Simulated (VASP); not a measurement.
# In2Sb (P6_3/mmc) in VASP: further runs

In2Sb is run at these levels: PBEsol; tasks: single point.

Everything below comes from runs of VASP 6.6.1. Logs are shortened: lines on timing, memory, paths and dates and some standing lists are left out, and cuts for length are marked.

**1. The cell of the first run**

Symmetry: P6_3/mmc, No. 194, hexagonal system. Conventional cell: a = 5.432 Å, b = 5.432 Å, c = 6.531 Å, α = 90.00°, β = 90.00°, γ = 120.00°. In (site symmetry -6m2) has 5 Sb at 3.14 to 3.27 Å and 6 In at 3.54 Å within 4.1 Å. Within 4.3 Å of In (site symmetry -3m) lie 8 In at 3.27 to 3.54 Å and 6 Sb at 3.54 Å. Sb (site symmetry -6m2) has 11 In at 3.14 to 3.54 Å within 4.1 Å.

**2. Single point, PBEsol (27.82 Å³/atom)**

The input, INCAR:

```
SYSTEM = In2Sb
PREC = Accurate ; ENCUT = 520
EDIFF = 1E-6 ; ISMEAR = 0
SIGMA = 0.1 ; LREAL = .False.
LASPH = .True. ; NELM = 100
ALGO = Fast ; ISIF = 2
LWAVE = .False. ; LCHARG = .True.
GGA = PS ; LELF = .True.
LVHAR = .True. ; NBANDS = 40
```

The input, KPOINTS:

```
Automatic mesh
0
Gamma
  12 12 6
  0 0 0
```

The input, POSCAR:

```
In2Sb
1.0
    5.4324758421      0.0000000000      0.0000000000
   -2.7162379211      4.7046620847      0.0000000000
    0.0000000000      0.0000000000      6.5313383790
In Sb
4 2
Direct
    0.6666666667      0.3333333333      0.2500000000
    0.3333333333      0.6666666667      0.7500000000
    0.0000000000      0.0000000000      0.5000000000
    0.0000000000      0.0000000000      0.0000000000
    0.6666666667      0.3333333333      0.7500000000
    0.3333333333      0.6666666667      0.2500000000
```

Potentials or basis: VASP PAW PBE potentials, release 64 (In_d, Sb).

The run is started by

```console
> cat potpaw_PBE.64/In_d/POTCAR potpaw_PBE.64/Sb/POTCAR > POTCAR
> mpirun -np 1 vasp_std > vasp.out
```

OUTCAR:

```text
SYSTEM = In2Sb
   PREC = Accurate
   ENCUT = 520
   EDIFF = 1E-6
   ISMEAR = 0
   LREAL = .False.
   LASPH = .True.
   NELM = 100
   ISIF = 2
   GGA = PS

 ion  position               nearest neighbor table
   1  0.667  0.333  0.250-   6 3.14   6 3.14   6 3.14   5 3.27   5 3.27   3 3.54   4 3.54   3 3.54
                             4 3.54   3 3.54   4 3.54
   2  0.333  0.667  0.750-   5 3.14   5 3.14   5 3.14   6 3.27   6 3.27   3 3.54   4 3.54   4 3.54
                             3 3.54   4 3.54   3 3.54
   3  0.000  0.000  0.500-   4 3.27   4 3.27   1 3.54   5 3.54   6 3.54   2 3.54   1 3.54   5 3.54
                             2 3.54   6 3.54   1 3.54   5 3.54   2 3.54   6 3.54
   4  0.000  0.000  0.000-   3 3.27   3 3.27   1 3.54   5 3.54   6 3.54   2 3.54   1 3.54   5 3.54
                             2 3.54   6 3.54   1 3.54   5 3.54   2 3.54   6 3.54
   5  0.667  0.333  0.750-   2 3.14   2 3.14   2 3.14   1 3.27   1 3.27   3 3.54   4 3.54   3 3.54
                             4 3.54   3 3.54   4 3.54
   6  0.333  0.667  0.250-   1 3.14   1 3.14   1 3.14   2 3.27   2 3.27   3 3.54   4 3.54   4 3.54
                             3 3.54   4 3.54   3 3.54

  LATTYP: Found a hexagonal cell.
 ALAT       =     5.4324758421
 C/A-ratio  =     1.2022765621

  Lattice vectors:

 A1 = (   5.4324758421,   0.0000000000,   0.0000000000)
 A2 = (  -2.7162379211,   4.7046620847,   0.0000000000)
 A3 = (   0.0000000000,   0.0000000000,   6.5313383790)

Analysis of symmetry for initial positions (statically):
=====================================================================
 Subroutine PRICEL returns:
 Original cell was already a primitive cell.

 Routine SETGRP: Setting up the symmetry group for a
 hexagonal supercell.

 Subroutine GETGRP returns: Found 24 space group operations
 (whereof 12 operations were pure point group operations)
 out of a pool of 24 trial point group operations.

The static configuration has the point symmetry D_3d.
 The point group associated with its full space group is D_6h.

Analysis of symmetry for dynamics (positions and initial velocities):
=====================================================================
 Subroutine PRICEL returns:
 Original cell was already a primitive cell.

 Routine SETGRP: Setting up the symmetry group for a
 hexagonal supercell.

 Subroutine GETGRP returns: Found 24 space group operations
 (whereof 12 operations were pure point group operations)
 out of a pool of 24 trial point group operations.

The dynamic configuration has the point symmetry D_3d.
[... 111 lines left out ...]
   NSW    =      0    number of steps for IOM
   IBRION =     -1    ionic relax: 0-MD 1-quasi-New 2-CG
   NFREE  =      0    steps in history (QN), initial steepest desc. (CG)
   ISIF   =      2    stress and relaxation
   ISYM   =      2    0-nonsym 1-usesym 2-fastsym
   POTIM  = 0.5000    time-step for ionic-motion
   TEBEG  =    0.0;   TEEND  =   0.0 temperature during run
   PSTRESS=    0.0 pullay stress
   NELECT =      62.0000    total number of electrons
   NUPDOWN=      -1.0000    fix difference up-down
   EMIN   =  10.00;   EMAX   =-10.00  energy-range for DOS
   EFERMI =   0.00;   METHOD = LEGACY
   ISMEAR =     0;   SIGMA  =   0.10  broadening in eV -4-tet -1-fermi 0-gaus
   EFERMI_NEDOS =   21; number of points for ismear=-14 and -15
   IALGO  =     68    algorithm
   IMIX   =      4    mixing-type and parameters
     AMIX     =   0.40;   BMIX     =  1.00
     AMIX_MAG =   1.60;   BMIX_MAG =  1.00
  volume/ion in A,a.u.               =      27.82       187.75
  Fermi-wavevector in a.u.,A,eV,Ry     =   1.176782  2.223795 18.841555  1.384815
  Thomas-Fermi vector in A             =   2.313140
   LORBIT       =      0    0 simple, 1 ext, 2 COOP (PROOUT), +10 PAW based schemes
   GGA     = PS    functional components
   LHFCALC =     F    Hartree Fock is set to
   AEXX    =    0.0000 exact exchange contribution
   IVDW    =     0    specifies the selected vdW correction
   LEPSILON=     F    determine dielectric tensor
   LRPA    =     F    only Hartree local field effects (RPA)
 non-spin polarized calculation
 RMM-DIIS sequential band-by-band and
 Gauss-broadening in eV      SIGMA  =   0.10
  energy-cutoff  :      520.00
  volume of cell :      166.93
 maximum number of plane-waves:      4519
   NGX = 21   NGY = 21   NGZ = 25

 number of electron      62.0000001 magnetization

 Free energy of the ion-electron system (eV)
  ---------------------------------------------------
  ext. energy  EPLUGINS =         0.00000000
  ---------------------------------------------------
  free energy    TOTEN  =       -21.02841628 eV

  energy without entropy =      -21.01432328  energy(sigma->0) =      -21.02136978

 E-fermi :   7.0290     XC(G=0): -10.1222

 val. band max:        7.0256919314   @ k =   0.3333   0.0000   0.3333
 cond. band min:       7.0405636275   @ k =   0.4167   0.1667   0.1667
 fundamental gap:      0.0148716961
 Fermi energy:         7.0289834212

 k-point     1 :       0.0000    0.0000    0.0000
  band No.  band energies     occupation
      1      -7.5918      2.00000
      2      -7.5493      2.00000
      3      -7.5493      2.00000
      4      -7.4911      2.00000
      5      -7.4911      2.00000
      6      -7.4436      2.00000
[... 1021 lines left out ...]
     39      11.3373      0.00000
     40      11.7813      0.00000

 [... further k-points ...]

------------------------ aborting loop because EDIFF is reached ----------------------------------------

  FORCE on cell =-STRESS in cart. coord.  units (eV):
  Direction    XX          YY          ZZ          XY          YZ          ZX
  --------------------------------------------------------------------------------------
  -------------------------------------------------------------------------------------
  Total       -2.5768656     -2.5768656     -2.4922284      0.0000000      0.0000000      0.0000000
  in kB      -24.7328365    -24.7328365    -23.9204858      0.0000000      0.0000000      0.0000000
  external PRESSURE =     -24.4620529 kB  Pullay stress =       0.0000000 kB

 VOLUME and BASIS-vectors are now :
 -----------------------------------------------------------------------------
  energy-cutoff  :      520.00
  volume of cell :      166.93
      direct lattice vectors                 reciprocal lattice vectors
     5.432475842  0.000000000  0.000000000     0.184078131  0.106277559  0.000000000
    -2.716237921  4.704662085  0.000000000     0.000000000  0.212555117  0.000000000
     0.000000000  0.000000000  6.531338379     0.000000000  0.000000000  0.153107976

 POSITION                                       TOTAL-FORCE (eV/Angst)
 -----------------------------------------------------------------------------------
      2.71624      1.56822      1.63283        -0.000000      0.000000      0.000000
     -0.00000      3.13644      4.89850        -0.000000     -0.000000      0.000000
      0.00000      0.00000      3.26567        -0.000000      0.000000      0.000000
      0.00000      0.00000      0.00000        -0.000000      0.000000      0.000000
      2.71624      1.56822      4.89850        -0.000000      0.000000      0.000000
     -0.00000      3.13644      1.63283         0.000000     -0.000000      0.000000
 -----------------------------------------------------------------------------------
    total drift:                               -0.000000      0.000000     -0.000000

  FREE ENERGIE OF THE ION-ELECTRON SYSTEM (eV)
  ---------------------------------------------------
  free  energy   TOTEN  =       -21.0284162750 eV

  energy  without entropy=      -21.0143232840  energy(sigma->0) =      -21.02136978
```

OSZICAR:

```text
N       E                     dE             d eps       ncg     rms          rms(c)
DAV:   1     0.587943436622E+03    0.58794E+03   -0.27666E+04  6080   0.183E+03
DAV:   2     0.435528681297E+02   -0.54439E+03   -0.53133E+03  6120   0.471E+02
DAV:   3    -0.183102149382E+02   -0.61863E+02   -0.60131E+02  7168   0.177E+02
DAV:   4    -0.211106764246E+02   -0.28005E+01   -0.27873E+01  7240   0.394E+01
DAV:   5    -0.212636038350E+02   -0.15293E+00   -0.15290E+00  9704   0.776E+00    0.476E+00
RMM:   6    -0.210569942106E+02    0.20661E+00   -0.40440E-01  6623   0.537E+00    0.258E+00
RMM:   7    -0.210313058044E+02    0.25688E-01   -0.15257E-01  7032   0.223E+00    0.674E-01
RMM:   8    -0.210274997968E+02    0.38060E-02   -0.24138E-02  7511   0.172E+00    0.132E-01
RMM:   9    -0.210281317769E+02   -0.63198E-03   -0.86782E-03  8531   0.568E-01    0.151E-01
RMM:  10    -0.210282817110E+02   -0.14993E-03   -0.25174E-03  8729   0.479E-01    0.102E-01
RMM:  11    -0.210283941865E+02   -0.11248E-03   -0.12372E-03  9351   0.196E-01    0.110E-01
RMM:  12    -0.210284094640E+02   -0.15278E-04   -0.23173E-04  8037   0.981E-02    0.409E-02
RMM:  13    -0.210284196148E+02   -0.10151E-04   -0.88177E-05 10339   0.492E-02    0.621E-02
RMM:  14    -0.210284169206E+02    0.26942E-05   -0.12781E-05  7476   0.279E-02    0.352E-02
RMM:  15    -0.210284162750E+02    0.64562E-06   -0.84819E-06  6126   0.160E-02
   1 F= -.21028416E+02 E0= -.21021370E+02  d E =-.140930E-01
```

Run time: 8.6 min. Hardware: 1 thread of Intel Xeon Platinum 8259CL at 2.50GHz (Skylake/Cascade Lake), shared host; peak memory 0.54 GiB.

What came out:

| Property | Result |
| --- | --- |
| Free energy | -21.0284 eV |
| Pressure | -2.4 GPa |
| Band gap on the k mesh | zero (bands 31 and 32 overlap by 2.08 eV) |

Caveat: the PAW data sets were made with another functional, which shifts forces and pressure a little; spin-orbit coupling is left out, which moves the levels of the heavy elements.

**3. Single point, PBEsol**

This run uses another cell than the first one, of 26.25 Å³/atom.

The input, INCAR:

```
SYSTEM = In2Sb
PREC = Accurate
ENCUT = 520
EDIFF = 1E-7
ISMEAR = 0
SIGMA = 0.1
LREAL = .FALSE.
LASPH = .TRUE.
NELM = 80
ALGO = Fast
ISIF = 2
LWAVE = .FALSE.
LCHARG = .FALSE.
GGA = PS
NBANDS = 40
```

The input, KPOINTS:

```
regular mesh
0
G
  12 12 6
  0 0 0
```

Changes to POSCAR since step 2:

```diff
@@ -2,5 +2,5 @@
 1.0
-    5.4324758421      0.0000000000      0.0000000000
-   -2.7162379211      4.7046620847      0.0000000000
-    0.0000000000      0.0000000000      6.5313383790
+    5.3333334163      0.0000000000      0.0000000000
+   -2.6666667081      4.6188022253      0.0000000000
+    0.0000000000      0.0000000000      6.3928489772
 In Sb
```

Potentials or basis: VASP PAW PBE potentials, release 64 (In_d, Sb).

The run is started by

```console
> cat potpaw_PBE.64/In_d/POTCAR potpaw_PBE.64/Sb/POTCAR > POTCAR
> mpirun -np 1 vasp_std > vasp.out
```

OUTCAR:

```text
SYSTEM = In2Sb
   PREC = Accurate
   ENCUT = 520
   EDIFF = 1E-7
   ISMEAR = 0
   LREAL = .FALSE.
   LASPH = .TRUE.
   NELM = 80
   ISIF = 2
   GGA = PS

 ion  position               nearest neighbor table
   1  0.667  0.333  0.250-   6 3.08   6 3.08   6 3.08   5 3.20   5 3.20   3 3.47   4 3.47   3 3.47
                             4 3.47   3 3.47   4 3.47
   2  0.333  0.667  0.750-   5 3.08   5 3.08   5 3.08   6 3.20   6 3.20   3 3.47   4 3.47   4 3.47
                             3 3.47   4 3.47   3 3.47
   3  0.000  0.000  0.500-   4 3.20   4 3.20   1 3.47   5 3.47   6 3.47   2 3.47   2 3.47   6 3.47
                             1 3.47   5 3.47   1 3.47   5 3.47   2 3.47   6 3.47
   4  0.000  0.000  0.000-   3 3.20   3 3.20   1 3.47   5 3.47   6 3.47   2 3.47   2 3.47   6 3.47
                             1 3.47   5 3.47   1 3.47   5 3.47   2 3.47   6 3.47
   5  0.667  0.333  0.750-   2 3.08   2 3.08   2 3.08   1 3.20   1 3.20   3 3.47   4 3.47   3 3.47
                             4 3.47   3 3.47   4 3.47
   6  0.333  0.667  0.250-   1 3.08   1 3.08   1 3.08   2 3.20   2 3.20   3 3.47   4 3.47   4 3.47
                             3 3.47   4 3.47   3 3.47

  LATTYP: Found a hexagonal cell.
 ALAT       =     5.3333334163
 C/A-ratio  =     1.1986591646

[... 197 lines left out ...]
 Fermi energy:         7.7202521833

 k-point     1 :       0.0000    0.0000    0.0000
  band No.  band energies     occupation
      1      -6.9804      2.00000
      2      -6.9364      2.00000
      3      -6.9364      2.00000
      4      -6.8689      2.00000
      5      -6.8689      2.00000
      6      -6.8322      2.00000
[... 1021 lines left out ...]
     39      12.2528      0.00000
     40      12.7109      0.00000

 [... further k-points ...]

------------------------ aborting loop because EDIFF is reached ----------------------------------------

  FORCE on cell =-STRESS in cart. coord.  units (eV):
  Direction    XX          YY          ZZ          XY          YZ          ZX
  --------------------------------------------------------------------------------------
  -------------------------------------------------------------------------------------
  Total       -0.0219310     -0.0219310     -0.0394688     -0.0000000      0.0000000     -0.0000000
  in kB       -0.2231244     -0.2231244     -0.4015523     -0.0000000      0.0000000     -0.0000000
  external PRESSURE =      -0.2826003 kB  Pullay stress =       0.0000000 kB

 VOLUME and BASIS-vectors are now :
 -----------------------------------------------------------------------------
  energy-cutoff  :      520.00
  volume of cell :      157.48
      direct lattice vectors                 reciprocal lattice vectors
     5.333333416  0.000000000  0.000000000     0.187499997  0.108253174  0.000000000
    -2.666666708  4.618802225  0.000000000     0.000000000  0.216506348  0.000000000
     0.000000000  0.000000000  6.392848977     0.000000000  0.000000000  0.156424781

 POSITION                                       TOTAL-FORCE (eV/Angst)
 -----------------------------------------------------------------------------------
      2.66667      1.53960      1.59821        -0.000000      0.000000      0.000000
     -0.00000      3.07920      4.79464        -0.000000     -0.000000      0.000000
      0.00000      0.00000      3.19642         0.000000      0.000000      0.000000
      0.00000      0.00000      0.00000         0.000000      0.000000      0.000000
      2.66667      1.53960      4.79464        -0.000000      0.000000      0.000000
     -0.00000      3.07920      1.59821         0.000000     -0.000000      0.000000
 -----------------------------------------------------------------------------------
    total drift:                               -0.000000      0.000000     -0.000000

  FREE ENERGIE OF THE ION-ELECTRON SYSTEM (eV)
  ---------------------------------------------------
  free  energy   TOTEN  =       -21.1025148841 eV

  energy  without entropy=      -21.0892042451  energy(sigma->0) =      -21.09585956
```

OSZICAR:

```text
N       E                     dE             d eps       ncg     rms          rms(c)
DAV:   1     0.596849128405E+03    0.59685E+03   -0.27710E+04  6080   0.187E+03
DAV:   2     0.454555135572E+02   -0.55139E+03   -0.53840E+03  6176   0.479E+02
DAV:   3    -0.183284137236E+02   -0.63784E+02   -0.61795E+02  7288   0.181E+02
DAV:   4    -0.211977560820E+02   -0.28693E+01   -0.28589E+01  7296   0.401E+01
DAV:   5    -0.213465992358E+02   -0.14884E+00   -0.14881E+00  9664   0.765E+00    0.537E+00
RMM:   6    -0.211346909860E+02    0.21191E+00   -0.41175E-01  6697   0.557E+00    0.293E+00
RMM:   7    -0.211056005328E+02    0.29090E-01   -0.16351E-01  6918   0.241E+00    0.687E-01
RMM:   8    -0.211015629897E+02    0.40375E-02   -0.24934E-02  7534   0.177E+00    0.146E-01
RMM:   9    -0.211022240689E+02   -0.66108E-03   -0.88125E-03  8643   0.570E-01    0.168E-01
RMM:  10    -0.211024230443E+02   -0.19898E-03   -0.28143E-03  9306   0.454E-01    0.143E-01
RMM:  11    -0.211025066209E+02   -0.83577E-04   -0.94246E-04  9954   0.163E-01    0.116E-01
RMM:  12    -0.211025114882E+02   -0.48673E-05   -0.14660E-04  7543   0.951E-02    0.479E-02
RMM:  13    -0.211025183647E+02   -0.68765E-05   -0.67637E-05 10373   0.418E-02    0.569E-02
RMM:  14    -0.211025166070E+02    0.17577E-05   -0.79513E-06  8796   0.184E-02    0.385E-02
RMM:  15    -0.211025148571E+02    0.17499E-05   -0.48673E-06  7693   0.201E-02    0.217E-02
RMM:  16    -0.211025148290E+02    0.28087E-07   -0.17570E-06  8669   0.660E-03    0.220E-02
RMM:  17    -0.211025148841E+02   -0.55082E-07   -0.32100E-07  4472   0.342E-03
   1 F= -.21102515E+02 E0= -.21095860E+02  d E =-.133106E-01
```

Wall time 14 min (1 thread of Intel Xeon 8259CL, shared host); peak memory 0.52 GiB.

What came out:

```yaml
Free_energy: -21.1025 eV
Pressure: 0.0 GPa
Band_gap_on_the_k_mesh: zero (bands 31 and 32 overlap by 2.30 eV)
```

Levels at points of the mesh, in eV from the Fermi level:
| k point | band 29 | band 30 | band 31 | band 32 | band 33 | band 34 |
| --- | --- | --- | --- | --- | --- | --- |
| (0.00, 0.00, 0.00) | -1.98 | -1.28 | -0.73 | -0.27 | -0.27 | 0.27 |
| (0.50, 0.00, 0.00) | -1.61 | -1.56 | -1.25 | 1.37 | 1.61 | 2.22 |
| (0.00, 0.00, 0.50) | -1.99 | -1.99 | -0.88 | -0.88 | -0.41 | -0.41 |
| (0.50, 0.00, 0.50) | -0.29 | -0.29 | 0.80 | 0.80 | 2.72 | 2.72 |

Caveat: the PAW data sets were made with another functional, which shifts forces and pressure a little; spin-orbit coupling is left out, which moves the levels of the heavy elements.

**4. Single point, PBEsol**

This run uses another cell than the first one, of 26.25 Å³/atom.

Changes to INCAR since step 3:

```diff
@@ -5,6 +5,6 @@
 ISMEAR = 0
-SIGMA = 0.1
+SIGMA = 0.15
 LREAL = .FALSE.
 LASPH = .TRUE.
-NELM = 80
+NELM = 100
 ALGO = Fast
```

The input, KPOINTS:

```
Automatic mesh
0
G
  12 12 8
  0 0 0
```

POSCAR is that of step 3.

The run is started by

```console
> cat potpaw_PBE.64/In_d/POTCAR potpaw_PBE.64/Sb/POTCAR > POTCAR
> mpirun -np 1 vasp_std > vasp.out
```

It took 26 min on 1 thread of Intel Xeon 8259CL, shared host; peak memory 0.59 GiB.

It converged, with:

| Item | Value |
| --- | --- |
| Free energy | -21.1181 eV |
| Pressure | 0.0 GPa |
| Band gap on the k mesh | zero (bands 31 and 32 overlap by 2.23 eV) |

Stress tensor (GPa, compression positive):
```
 0.12  0.00  0.00
 0.00  0.12  0.00
 0.00  0.00 -0.26
```

Levels at points of the mesh, in eV from the Fermi level:
| k point | band 28 | band 29 | band 30 | band 31 | band 32 | band 33 | band 34 | band 35 |
| --- | --- | --- | --- | --- | --- | --- | --- | --- |
| (0.00, 0.00, 0.00) | -1.98 | -1.98 | -1.29 | -0.74 | -0.28 | -0.28 | 0.27 | 0.51 |
| (0.50, 0.00, 0.00) | -3.78 | -1.61 | -1.56 | -1.26 | 1.37 | 1.61 | 2.22 | 3.53 |
| (0.00, 0.00, 0.50) | -1.99 | -1.99 | -1.99 | -0.88 | -0.88 | -0.41 | -0.41 | -0.41 |
| (0.50, 0.00, 0.50) | -3.30 | -0.30 | -0.30 | 0.80 | 0.80 | 2.72 | 2.72 | 3.08 |

Caveat: the PAW data sets were made with another functional, which shifts forces and pressure a little; spin-orbit coupling is left out, which moves the levels of the heavy elements.

(Part 1 of 2 ends here.)
